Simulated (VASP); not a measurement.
Write the native input for VASP 6.6.1 that does the following.

```yaml
Task: relaxation of cell and atoms
Functional: PBE
Potentials_or_basis: VASP PAW PBE potentials, release 64 (P)
Cutoff: 500 eV
k_mesh: 21 × 21 × 21
Occupations: fermi-dirac, width 0.05 eV
Spin: no spin polarisation
Target_pressure: 20 GPa
Dipole_correction: no
Further_INCAR_settings: ALGO = Normal; EDIFF = 1e-07; IBRION = 2; EDIFFG = -0.03; NSW = 60; ISIF = 3
```

The structure of P lies in POSCAR:

```
P
1.0
    0.0000000000      1.9400000000      1.9400000000
    1.9400000000      0.0000000000      1.9400000000
    1.9400000000      1.9400000000      0.0000000000
P
1
Direct
    0.0000000000      0.0000000000      0.0000000000
```

This isn't the form of P at room conditions, which is orthorhombic.

These files were run (other wordings do the same):

INCAR

```
PREC = Accurate
ENCUT = 500
EDIFF = 1E-7
ISMEAR = -1
SIGMA = 0.05
LREAL = False
LASPH = True
NELM = 120
ALGO = Normal
ISIF = 3
LWAVE = False
LCHARG = False
GGA = PE
IBRION = 2
NSW = 60
EDIFFG = -0.03
PSTRESS = 200.0
GGA_COMPAT = False
NELMIN = 4
```

KPOINTS

```
Automatic mesh
0
Gamma
  21 21 21
```

Potentials or basis: VASP PAW PBE potentials, release 64 (P).

Launch:

```bash
$ cat potpaw_PBE.64/P/POTCAR > POTCAR
$ mpirun -np 1 vasp_std > vasp.out
```

It gave:

| Quantity | Value |
| --- | --- |
| Relaxed volume | 12.36 Å³/atom |
| Relaxed cell | a = 2.595 Å, b = 2.595 Å, c = 2.595 Å, α = 60.00°, β = 60.00°, γ = 60.00° |
| Space group after relaxing (to 0.1 Å) | Fm-3m (No. 225) |
| Energy change on relaxing (the run minimises the enthalpy) | +119.0 meV/atom |
| Ionic steps | 4 |
| Pressure after relaxing | 20.1 GPa |
| Band gap on the k mesh | zero (an odd number of electrons rules out a gap without spin polarisation) |

Caveat: the cell is relaxed towards a set pressure, so the run minimises the enthalpy, not the energy; the volume moved by over 15 % at a fixed basis, so the end points are rough.

Run time: 21 s on 1 thread of AMD EPYC 9R45 96-Core Processor (Zen 5) (shared host), peak memory 0.1 GiB.
